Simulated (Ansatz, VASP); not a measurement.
One calculation of GaSi3S2, two programs

```
Ga Si S
1.0
     4.74301    0.00000    0.00000
    -2.37150    4.10756    0.00000
     0.00000    0.00000    5.44829
Ga Si S
1 3 2
Direct
  0.00000 0.00000 0.50000
  0.33333 0.66667 0.74334
  0.66667 0.33333 0.25666
  0.00000 0.00000 0.00000
  0.33333 0.66667 0.14710
  0.66667 0.33333 0.85290
```

Change from the starting cell: species swapped into the Sn2Pd3Au type (P-3m1, No. 164).

Alike in both runs: functional PBE; k mesh 6 × 6 × 4; occupations gaussian, width 0.1 eV; no spin polarisation.

Ansatz relaxed the structure, and its values are those at the end. VASP's run is a single point on that final structure, the one shown.

```csv
,VASP,Ansatz
version,VASP 6.6.1,Ansatz 0.2.0
potentials or method,"VASP PAW PBE potentials, release 64 (Ga_d, Si, S), cutoff 520 eV","scalar-relativistic, plane waves, PAW"
valence electrons in the cell,37,37
```

|  | VASP | Ansatz | Ansatz less VASP |
| --- | --- | --- | --- |
| gap on the k mesh at the Fermi level (eV) | none | none | - |
| pressure (GPa) | -0.1 | 0.0 | +0.08 |
| rms of the force components (eV/Å) | 0.011 | 0.007 | -0.0040 |

A gap of «none» marks a metal or a gap that the smearing closes. The functional is the same, so the differences come from potentials, cutoffs and numerics.
